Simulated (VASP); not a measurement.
Runs of VASP 6.6.1 on Mg3TeSe2. The structure is that of space group P-3m1 (No. 164), or close to it. The cells are those of the table. 

| task | cell | k mesh | cutoff (eV) | smearing | gap on the mesh (eV) | pressure (GPa) | relaxed volume (Å³/atom) | largest force (eV/Å) |
| --- | --- | --- | --- | --- | --- | --- | --- | --- |
| relaxation of cell and atoms | relaxed from a = 4.081, b = 4.081, c = 10.068 Å, angles 90.0, 90.0, 120.0°, 6 atoms | 6 × 6 × 2 | 600 | gaussian 0.1 eV | 0.48 | 0.2 | 22.67 | 0.02 |
| single point | a = 4.008, b = 4.008, c = 9.823 Å, angles 90.0, 90.0, 120.0°, 6 atoms | 12 × 12 × 4 | 520 | gaussian 0.02 eV | 0.47 | -0.1 | - | 0.01 |
| single point | a = 4.011, b = 4.011, c = 9.819 Å, angles 90.0, 90.0, 120.0°, 6 atoms | 6 × 6 × 2 | 520 | gaussian 0.1 eV | 0.47 | -0.1 | - | 0.01 |
| single point | a = 4.081, b = 4.081, c = 10.068 Å, angles 90.0, 90.0, 120.0°, 6 atoms | 6 × 6 × 2 | 520 | gaussian 0.1 eV | 1.00 | (a) | - | 0.86 |
| relaxation of cell and atoms | relaxed from a = 4.011, b = 4.011, c = 9.819 Å, angles 90.0, 90.0, 120.0°, 6 atoms | 12 × 12 × 4 | 600 | gaussian 0.02 eV | 0.48 | 0.0 | (b) | 0.01 |

Alike in all rows: level PBE; potentials or basis VASP PAW PBE potentials, release 64 (Mg, Te, Se); no spin polarisation.

Question: Fill in the values left out.

Answer: (a) -2.6; (b) 22.73.

Caveats: spin-orbit coupling is left out, which moves the levels of the heavy elements.

A k mesh can miss the band edges, and the runs leave out spin-orbit coupling on Se, Te.
